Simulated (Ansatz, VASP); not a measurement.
MgB2: VASP beside Ansatz

```xyz
3
Lattice="3.0850 0.0000 0.0000 -1.5425 2.6717 0.0000 0.0000 0.0000 3.5230" Properties=species:S:1:pos:R:3 pbc="T T T"
Mg   -0.0219   -0.0027    0.0026
B     0.0289    1.8026    1.7770
B     1.5628    0.8752    1.7401
```

Alike in both runs: task single point; functional PBE; k mesh 5 × 5 × 4; no spin polarisation.

```csv
,VASP,Ansatz
version,VASP 6.6.1,Ansatz 0.2.0
potentials or method,"VASP PAW PBE potentials, release 64 (Mg, B)","plane waves, PAW"
plane-wave cutoff (eV),600,420
occupations,"fermi-dirac, width 0.1 eV",fermi-dirac
valence electrons in the cell,8,16
```

Ansatz gave:

```
rms of the force components (eV/Å) : 0.280
```

Question: Which values does VASP return?

Answer: rms of the force components (eV/Å): 0.282.

Atom by atom the forces differ by 0.002 eV/Å (rms over components). VASP's potentials hold 8 valence electrons a cell and Ansatz's 16, so a difference there can come from the potentials and not from the codes.

The k mesh is coarse, so the values compare programs but aren't converged.
